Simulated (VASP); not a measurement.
Set up this calculation in VASP 6.6.1, as the native input.

```yaml
Task: single point
Functional: PBEsol
Potentials_or_basis: VASP PAW PBE potentials, release 64 (Sn_d, Se)
Cutoff: 520 eV
k_mesh: 12 × 12 × 8
Occupations: gaussian, width 0.1 eV
Spin: no spin polarisation
Dipole_correction: no
Further_INCAR_settings: ALGO = Normal; EDIFF = 1e-07; NBANDS = 20
```

The structure of SnSe2 lies in POSCAR:

```
SnSe2
1.0
    3.2620665519      0.0000000000      0.0000000000
   -1.6310332760      2.8250325028      0.0000000000
    0.0000000000      0.0000000000      5.2141779415
Sn Se
1 2
Direct
    0.0000000000      0.0000000000      0.0000000000
    0.6666666667      0.3333333333      0.6794034767
    0.3333333333      0.6666666667      0.3205965233
```

The input as run:

INCAR

```
PREC = Accurate ; ENCUT = 520
EDIFF = 1E-7 ; ISMEAR = 0
SIGMA = 0.1 ; LREAL = F
LASPH = T ; NELM = 100
ALGO = Normal ; ISIF = 2
LWAVE = F ; LCHARG = F
GGA = PS ; NBANDS = 20
```

KPOINTS

```
regular mesh
0
Gamma
  12 12 8
```

Potentials or basis: VASP PAW PBE potentials, release 64 (Sn_d, Se).

Launch:

```sh
$ cat potpaw_PBE.64/Sn_d/POTCAR potpaw_PBE.64/Se/POTCAR > POTCAR
$ mpirun -np 1 vasp_std > vasp.out
```

It gave:

```yaml
Pressure: 60.6 GPa
Largest_force: 0.034 eV/Å
Band_gap_on_the_k_mesh: zero (band 13 reaches 12.02 eV, above the bottom of band 14 at 9.07 eV)
```

Caveat: the PAW data sets were made with another functional, which shifts forces and pressure a little; spin-orbit coupling is left out, which moves the levels of the heavy elements.

It took 74 s on 1 thread of Intel(R) Xeon(R) Platinum 8488C (Sapphire Rapids) (shared host), peak memory 0.25 GiB.
